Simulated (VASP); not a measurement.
# CoSi2 (Fm-3m) in VASP: a series of runs, part 2 of 2

VASP 6.6.1.

## Step 4: Single point, PBEsol

Contents of INCAR:

```
PREC = Accurate
ENCUT = 520
EDIFF = 1E-6
ISMEAR = -1
SIGMA = 0.05
LREAL = F
LASPH = T
NELM = 100
ALGO = Normal
ISIF = 2
LWAVE = F
LCHARG = F
GGA = PS
NBANDS = 16
```

Contents of KPOINTS:

```
Automatic mesh
0
Gamma
  9 9 9
```

Contents of POSCAR:

```
CoSi2
1.0
    0.0000000000      2.6780000000      2.6780000000
    2.6780000000      0.0000000000      2.6780000000
    2.6780000000      2.6780000000      0.0000000000
Co Si
1 2
Direct
    0.0000000000      0.0000000000      0.0000000000
    0.7500000000      0.7500000000      0.7500000000
    0.2500000000      0.2500000000      0.2500000000
```

Potentials or basis: VASP PAW PBE potentials, release 64 (Co, Si).

Started as:

```
$ cat potpaw_PBE.64/Co/POTCAR potpaw_PBE.64/Si/POTCAR > POTCAR
$ mpirun -np 1 vasp_std > vasp.out
```

OUTCAR:

```text
PREC = Accurate
   ENCUT = 520
   EDIFF = 1E-6
   ISMEAR = -1
   LREAL = F
   LASPH = T
   NELM = 100
   ISIF = 2
   GGA = PS

 ion  position               nearest neighbor table
   1  0.000  0.000  0.000-   2 2.32   3 2.32   2 2.32   2 2.32   3 2.32   2 2.32   3 2.32   3 2.32

   2  0.750  0.750  0.750-   1 2.32   1 2.32   1 2.32   1 2.32   3 2.68   3 2.68   3 2.68   3 2.68
                             3 2.68   3 2.68
   3  0.250  0.250  0.250-   1 2.32   1 2.32   1 2.32   1 2.32   2 2.68   2 2.68   2 2.68   2 2.68
                             2 2.68   2 2.68

  LATTYP: Found a face centered cubic cell.
 ALAT       =     5.3560000000

  Lattice vectors:

 A1 = (   0.0000000000,   2.6780000000,   2.6780000000)
 A2 = (   2.6780000000,   0.0000000000,   2.6780000000)
 A3 = (   2.6780000000,   2.6780000000,   0.0000000000)

Analysis of symmetry for initial positions (statically):
=====================================================================
 Subroutine PRICEL returns:
 Original cell was already a primitive cell.

 Routine SETGRP: Setting up the symmetry group for a
 face centered cubic supercell.

 Subroutine GETGRP returns: Found 48 space group operations
 (whereof 48 operations were pure point group operations)
 out of a pool of 48 trial point group operations.

The static configuration has the point symmetry O_h .

Analysis of symmetry for dynamics (positions and initial velocities):
=====================================================================
 Subroutine PRICEL returns:
 Original cell was already a primitive cell.

 Routine SETGRP: Setting up the symmetry group for a
 face centered cubic supercell.

 Subroutine GETGRP returns: Found 48 space group operations
 (whereof 48 operations were pure point group operations)
 out of a pool of 48 trial point group operations.

The dynamic configuration has the point symmetry O_h .

 Subroutine INISYM returns: Found 48 space group operations
 (whereof 48 operations are pure point group operations),
 and found     1 'primitive' translations

----------------------------------------------------------------------------------------

                                     Primitive cell

  volume of cell :      38.4115

  direct lattice vectors                    reciprocal lattice vectors
     0.000000000  2.678000000  2.678000000    -0.186706497  0.186706497  0.186706497
     2.678000000  0.000000000  2.678000000     0.186706497 -0.186706497  0.186706497
     2.678000000  2.678000000  0.000000000     0.186706497  0.186706497 -0.186706497

  length of vectors
     3.787263920  3.787263920  3.787263920     0.323385140  0.323385140  0.323385140

  position of ions in fractional coordinates (direct lattice)
     0.000000000  0.000000000  0.000000000
     0.750000000  0.750000000  0.750000000
     0.250000000  0.250000000  0.250000000

  ion indices of the primitive-cell ions
   primitive index   ion index
                 1           1
                 2           2
                 3           3

----------------------------------------------------------------------------------------

 KPOINTS: Automatic mesh

Automatic generation of k-mesh.
 Grid dimensions read from file:
 generate k-points for:    9    9    9

 Generating k-lattice:

  Cartesian coordinates                     Fractional coordinates (reciprocal lattice)
    -0.020745166  0.020745166  0.020745166     0.111111111  0.000000000  0.000000000
     0.020745166 -0.020745166  0.020745166     0.000000000  0.111111111  0.000000000
     0.020745166  0.020745166 -0.020745166     0.000000000  0.000000000  0.111111111

  Length of vectors
     0.035931682  0.035931682  0.035931682

  Shift w.r.t. Gamma in fractional coordinates (k-lattice)
     0.000000000  0.000000000  0.000000000

 Subroutine IBZKPT returns following result:
 ===========================================

 Found     35 irreducible k-points:

 Following reciprocal coordinates:
            Coordinates               Weight
  0.000000  0.000000  0.000000      1.000000
  0.111111  0.000000  0.000000      8.000000
  0.222222  0.000000  0.000000      8.000000
  0.333333  0.000000  0.000000      8.000000
  0.444444  0.000000  0.000000      8.000000
  0.111111  0.111111  0.000000      6.000000
[... 16 lines left out ...]
 -0.333333  0.333333  0.000000     12.000000
  0.444444  0.444444  0.000000      6.000000
 [... further k-points ...]
   k-points           NKPTS =     35   k-points in BZ     NKDIM =     35   number of bands    NBANDS=     16
   number of dos      NEDOS =    301   number of ions     NIONS =      3
   total plane-waves  NPLWV =  21952
   dimension x,y,z NGX =    28 NGY =   28 NGZ =   28
   dimension x,y,z NGXF=    56 NGYF=   56 NGZF=   56
   ions per type =               1   2
   NGX,Y,Z   is equivalent  to a cutoff of  12.29, 12.29, 12.29 a.u.
   NGXF,Y,Z  is equivalent  to a cutoff of  24.58, 24.58, 24.58 a.u.
 SYSTEM =  unknown system
   PREC   = accura    normal or accurate (medium, high low for compatibility)
   ISTART =      0    job   : 0-new  1-cont  2-samecut
   ICHARG =      2    charge: 1-file 2-atom 10-const
   ISPIN  =      1    spin polarized calculation?
   LNONCOLLINEAR =      F non collinear calculations
   LSORBIT =      F    spin-orbit coupling
   LASPH  =      T    aspherical Exc in radial PAW
   ENCUT  =  520.0 eV  38.22 Ry    6.18 a.u.   7.04  7.04  7.04*2*pi/ulx,y,z
   NELM   =    100;   NELMIN=  2; NELMDL= -5     # of ELM steps
   EDIFF  = 0.1E-05   stopping-criterion for ELM
   LREAL  =      F    real-space projection
   EDIFFG = 0.1E-04   stopping-criterion for IOM
   NSW    =      0    number of steps for IOM
   IBRION =     -1    ionic relax: 0-MD 1-quasi-New 2-CG
   NFREE  =      0    steps in history (QN), initial steepest desc. (CG)
   ISIF   =      2    stress and relaxation
   ISYM   =      2    0-nonsym 1-usesym 2-fastsym
   POTIM  = 0.5000    time-step for ionic-motion
   TEBEG  =    0.0;   TEEND  =   0.0 temperature during run
   PSTRESS=    0.0 pullay stress
   NELECT =      17.0000    total number of electrons
   NUPDOWN=      -1.0000    fix difference up-down
   EMIN   =  10.00;   EMAX   =-10.00  energy-range for DOS
[... 5 lines left out ...]
     AMIX     =   0.40;   BMIX     =  1.00
     AMIX_MAG =   1.60;   BMIX_MAG =  1.00
  volume/ion in A,a.u.               =      12.80        86.40
  Fermi-wavevector in a.u.,A,eV,Ry     =   1.247586  2.357596 21.177078  1.556471
  Thomas-Fermi vector in A             =   2.381712
   LORBIT       =      0    0 simple, 1 ext, 2 COOP (PROOUT), +10 PAW based schemes
   GGA     = PS    functional components
   LHFCALC =     F    Hartree Fock is set to
   AEXX    =    0.0000 exact exchange contribution
   IVDW    =     0    specifies the selected vdW correction
   LEPSILON=     F    determine dielectric tensor
   LRPA    =     F    only Hartree local field effects (RPA)
 non-spin polarized calculation
  energy-cutoff  :      520.00
  volume of cell :       38.41
 maximum number of plane-waves:      1044
   NGX = 15   NGY = 15   NGZ = 15

 number of electron      16.9999995 magnetization

 Free energy of the ion-electron system (eV)
  ---------------------------------------------------
  ext. energy  EPLUGINS =         0.00000000
  ---------------------------------------------------
  free energy    TOTEN  =       -20.96935964 eV

  energy without entropy =      -20.95918556  energy(sigma->0) =      -20.96427260

 E-fermi :   9.9650     XC(G=0): -11.8555

 val. band max:        9.9414439070   @ k =  -0.2222   0.1111   0.0000
 cond. band min:       9.9905522134   @ k =   0.3333   0.1111   0.0000
 fundamental gap:      0.0491083064
 Fermi energy:         9.9649815464

 k-point     1 :       0.0000    0.0000    0.0000
  band No.  band energies     occupation
      1      -3.1224      2.00000
      2       5.9175      2.00000
      3       5.9175      2.00000
      4       5.9175      2.00000
      5       8.0956      2.00000
      6       8.0956      2.00000
[... 8 lines left out ...]
     15      15.6535      0.00000
     16      15.6535      0.00000
[... 419 lines left out ...]
 k-point    24 :       0.4444    0.4444    0.0000
  band No.  band energies     occupation
      1       0.5418      2.00000
      2       3.2899      2.00000
      3       3.6272      2.00000
      4       6.3099      2.00000
      5       6.3099      2.00000
      6       8.1316      2.00000
[... 8 lines left out ...]
     15      20.4032      0.00000
     16      22.5774      0.00000

 [... further k-points ...]
[... 5 lines left out ...]
  --------------------------------------------------------------------------------------
  -------------------------------------------------------------------------------------
  Total       -1.0579376     -1.0579376     -1.0579376      0.0000000      0.0000000      0.0000000
  in kB      -44.1274590    -44.1274590    -44.1274590      0.0000000      0.0000000      0.0000000
  external PRESSURE =     -44.1274590 kB  Pullay stress =       0.0000000 kB

 VOLUME and BASIS-vectors are now :
 -----------------------------------------------------------------------------
  energy-cutoff  :      520.00
  volume of cell :       38.41
      direct lattice vectors                 reciprocal lattice vectors
     0.000000000  2.678000000  2.678000000    -0.186706497  0.186706497  0.186706497
     2.678000000  0.000000000  2.678000000     0.186706497 -0.186706497  0.186706497
     2.678000000  2.678000000  0.000000000     0.186706497  0.186706497 -0.186706497

 POSITION                                       TOTAL-FORCE (eV/Angst)
 -----------------------------------------------------------------------------------
      0.00000      0.00000      0.00000        -0.000000      0.000000      0.000000
      4.01700      4.01700      4.01700         0.000000      0.000000      0.000000
      1.33900      1.33900      1.33900        -0.000000     -0.000000     -0.000000
 -----------------------------------------------------------------------------------
    total drift:                               -0.000000     -0.000000      0.000000

  FREE ENERGIE OF THE ION-ELECTRON SYSTEM (eV)
  ---------------------------------------------------
  free  energy   TOTEN  =       -20.9693596436 eV

  energy  without entropy=      -20.9591855643  energy(sigma->0) =      -20.96427260
```

Wall time 24 s (1 thread of Intel Xeon Platinum 8259CL at 2.50GHz (Skylake/Cascade Lake), shared host); peak memory 0.16 GiB.

Results:

```
Free energy : -20.9694 eV
Pressure    : -4.4 GPa
```

Caveat: the PAW data sets were made with another functional, which shifts forces and pressure a little. Spin polarisation is off, so any magnetic state and its effect on volume and gap are missing.

## Step 5: Single point, PBEsol, collinear spin, zero start

Contents of INCAR:

```
SYSTEM = CoSi2
PREC = Accurate
ENCUT = 520
EDIFF = 1E-6
ISMEAR = -1
SIGMA = 0.05
LREAL = .FALSE.
LASPH = .TRUE.
NELM = 150
ALGO = Normal
ISIF = 2
LWAVE = .FALSE.
LCHARG = .FALSE.
ISPIN = 2
MAGMOM = 0 0 0
LORBIT = 11
NUPDOWN = 0.0
LMAXMIX = 4
GGA = PS
NBANDS = 20
```

Contents of KPOINTS:

```
Automatic mesh
0
G
  7 7 7
  0 0 0
```

POSCAR is that of step 4.

Potentials or basis: VASP PAW PBE potentials, release 64 (Co, Si).

Started as:

```
$ cat potpaw_PBE.64/Co/POTCAR potpaw_PBE.64/Si/POTCAR > POTCAR
$ mpirun -np 1 vasp_std > vasp.out
```

OUTCAR:

```text
SYSTEM = CoSi2
   PREC = Accurate
   ENCUT = 520
   EDIFF = 1E-6
   ISMEAR = -1
   LREAL = .FALSE.
   LASPH = .TRUE.
   NELM = 150
   ISIF = 2
   ISPIN = 2
   LORBIT = 11
   NUPDOWN = 0.0
   GGA = PS

 ion  position               nearest neighbor table
   1  0.000  0.000  0.000-   2 2.32   3 2.32   2 2.32   2 2.32   3 2.32   2 2.32   3 2.32   3 2.32

   2  0.750  0.750  0.750-   1 2.32   1 2.32   1 2.32   1 2.32   3 2.68   3 2.68   3 2.68   3 2.68
                             3 2.68   3 2.68
   3  0.250  0.250  0.250-   1 2.32   1 2.32   1 2.32   1 2.32   2 2.68   2 2.68   2 2.68   2 2.68
                             2 2.68   2 2.68

  LATTYP: Found a face centered cubic cell.
 ALAT       =     5.3560000000

  Lattice vectors:

 A1 = (   0.0000000000,   2.6780000000,   2.6780000000)
 A2 = (   2.6780000000,   0.0000000000,   2.6780000000)
 A3 = (   2.6780000000,   2.6780000000,   0.0000000000)

Analysis of symmetry for initial positions (statically):
=====================================================================
 Subroutine PRICEL returns:
 Original cell was already a primitive cell.

 Routine SETGRP: Setting up the symmetry group for a
 face centered cubic supercell.

 Subroutine GETGRP returns: Found 48 space group operations
 (whereof 48 operations were pure point group operations)
 out of a pool of 48 trial point group operations.

The static configuration has the point symmetry O_h .

Analysis of symmetry for dynamics (positions and initial velocities):
=====================================================================
 Subroutine PRICEL returns:
 Original cell was already a primitive cell.

 Routine SETGRP: Setting up the symmetry group for a
 face centered cubic supercell.

 Subroutine GETGRP returns: Found 48 space group operations
 (whereof 48 operations were pure point group operations)
 out of a pool of 48 trial point group operations.

The dynamic configuration has the point symmetry O_h .

Analysis of structural, dynamic, and magnetic symmetry:
[... 156 lines left out ...]

 E-fermi :  10.0109     XC(G=0): -11.8556

 val. band max:        9.8159122511   @ k =  -0.2857   0.2857   0.0000
 cond. band min:      10.0480264179   @ k =  -0.1429   0.1429   0.0000
 fundamental gap:      0.2321141668
 Fermi energy:        10.0108629569

 spin component 1

 k-point     1 :       0.0000    0.0000    0.0000
  band No.  band energies     occupation
      1      -3.1212      1.00000
      2       5.9080      1.00000
      3       5.9080      1.00000
      4       5.9080      1.00000
      5       8.0792      1.00000
      6       8.0792      1.00000
[... 436 lines left out ...]
      6       7.6585      1.00000
[... 12 lines left out ...]
     19      24.6244      0.00000
     20      27.6081      0.00000
 Fermi energy:        10.0108638472

 spin component 2

 k-point     1 :       0.0000    0.0000    0.0000
  band No.  band energies     occupation
      1      -3.1212      1.00000
      2       5.9080      1.00000
      3       5.9080      1.00000
      4       5.9080      1.00000
      5       8.0792      1.00000
      6       8.0792      1.00000
[... 449 lines left out ...]
     19      24.6244      0.00000
     20      27.6029      0.00000

------------------------ aborting loop because EDIFF is reached ----------------------------------------

  FORCE on cell =-STRESS in cart. coord.  units (eV):
  Direction    XX          YY          ZZ          XY          YZ          ZX
  --------------------------------------------------------------------------------------
  -------------------------------------------------------------------------------------
  Total       -1.0793236     -1.0793236     -1.0793236      0.0000000      0.0000000      0.0000000
  in kB      -45.0194862    -45.0194862    -45.0194862      0.0000000      0.0000000      0.0000000
  external PRESSURE =     -45.0194862 kB  Pullay stress =       0.0000000 kB

 VOLUME and BASIS-vectors are now :
 -----------------------------------------------------------------------------
  energy-cutoff  :      520.00
  volume of cell :       38.41
      direct lattice vectors                 reciprocal lattice vectors
     0.000000000  2.678000000  2.678000000    -0.186706497  0.186706497  0.186706497
     2.678000000  0.000000000  2.678000000     0.186706497 -0.186706497  0.186706497
     2.678000000  2.678000000  0.000000000     0.186706497  0.186706497 -0.186706497

 POSITION                                       TOTAL-FORCE (eV/Angst)
 -----------------------------------------------------------------------------------
      0.00000      0.00000      0.00000         0.000000     -0.000000     -0.000000
      4.01700      4.01700      4.01700        -0.000000     -0.000000     -0.000000
      1.33900      1.33900      1.33900         0.000000      0.000000      0.000000
 -----------------------------------------------------------------------------------
    total drift:                               -0.000000     -0.000000      0.000000

  FREE ENERGIE OF THE ION-ELECTRON SYSTEM (eV)
  ---------------------------------------------------
  free  energy   TOTEN  =       -20.9804850263 eV

  energy  without entropy=      -20.9717874676  energy(sigma->0) =      -20.97613625

 total charge

# of ion       s       p       d       tot
------------------------------------------
    1        0.543   0.724   7.597   8.864
    2        0.716   0.872   0.000   1.588
    3        0.716   0.872   0.000   1.588
--------------------------------------------------
tot          1.976   2.468   7.597  12.041

 magnetization (x)

# of ion       s       p       d       tot
------------------------------------------
    1        0.000  -0.000   0.000   0.000
    2        0.000   0.000   0.000   0.000
    3        0.000   0.000   0.000   0.000
--------------------------------------------------
tot          0.000   0.000   0.000   0.000
```

stdout:

```text
POSCAR found type information on POSCAR CoSi
 POSCAR found :  2 types and       3 ions
 scaLAPACK will be used
 -----------------------------------------------------------------------------
|                                                                             |
|                                                                             |
|     You enforced a specific xc type in the INCAR file but a different       |
|     I HOPE YOU KNOW WHAT YOU ARE DOING!                                     |
|                                                                             |
 -----------------------------------------------------------------------------

 LDA part: xc-table for (Slater+PW92), standard interpolation
 POSCAR, INCAR and KPOINTS ok, starting setup
 FFT: planning ... GRIDC
 FFT: planning ... GRID_SOFT
 FFT: planning ... GRID
 WAVECAR not read
 entering main loop
```

Wall time 40 s (1 thread of Intel Xeon Platinum 8259CL at 2.50GHz (Skylake/Cascade Lake), shared host); peak memory 0.18 GiB.

Results:

```yaml
Free_energy: -20.9805 eV
Pressure: -4.5 GPa
Net_moment: 0.00 μB per cell
Valence_electrons_inside_the_program's_atomic_spheres: Co 8.86; Si 1.59
```

Caveat: the PAW data sets were made with another functional, which shifts forces and pressure a little; the total moment is fixed, so each spin has its own Fermi level.
